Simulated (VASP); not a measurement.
Set up this calculation in VASP 6.6.1, as the native input.

| Quantity | Value |
| --- | --- |
| Task | single point |
| Functional | PBEsol |
| Potentials or basis | VASP PAW PBE potentials, release 64 (W_sv, C) |
| Cutoff | 520 eV |
| k mesh | 8 × 8 × 7 |
| Occupations | fermi-dirac, width 0.05 eV |
| Spin | non-collinear spin, zero start, spin-orbit coupling |
| Starting moments | [[0.0, 0.0, 0.0], [0.0, 0.0, 0.0]] μB |
| Dipole correction | no |
| Further INCAR settings | ALGO = Normal; EDIFF = 1e-07; NBANDS = 30 |

The structure of WC lies in POSCAR:

```
WC
1.0
    2.9065000000      0.0000000000      0.0000000000
   -1.4532500000      2.5171028361      0.0000000000
    0.0000000000      0.0000000000      2.8366000000
W C
1 1
Direct
    0.0000000000      0.0000000000      0.0000000000
    0.6666666667      0.3333333333      0.5000000000
```

The input as run:

INCAR

```
PREC = Accurate ; ENCUT = 520
EDIFF = 1E-7 ; ISMEAR = -1
SIGMA = 0.05 ; LREAL = False
LASPH = True ; NELM = 150
ALGO = Normal ; ISIF = 2
LWAVE = False ; LCHARG = True
MAGMOM = 0 0 0 0 0 0 ; LORBIT = 11
LSORBIT = True ; GGA_COMPAT = False
LORBMOM = True ; LMAXMIX = 4
GGA = PS ; LVHAR = True
NBANDS = 30
```

KPOINTS

```
regular mesh
0
Gamma
  8 8 7
```

Potentials or basis: VASP PAW PBE potentials, release 64 (W_sv, C).

Command:

```console
$ cat potpaw_PBE.64/W_sv/POTCAR potpaw_PBE.64/C/POTCAR > POTCAR
$ mpirun -np 1 vasp_ncl > vasp.out
```

It gave:

```yaml
Pressure: -1.7 GPa
Net_moment: 0.00 μB per cell
Valence_electrons_inside_the_program's_atomic_spheres: W 12.21; C 2.41
```

Caveat: the PAW data sets were made with another functional, which shifts forces and pressure a little.

Wall time 61 s on 1 thread of Intel(R) Xeon(R) Platinum 8259CL CPU @ 2.50GHz (Skylake/Cascade Lake), on a shared host, peak memory 0.23 GiB.
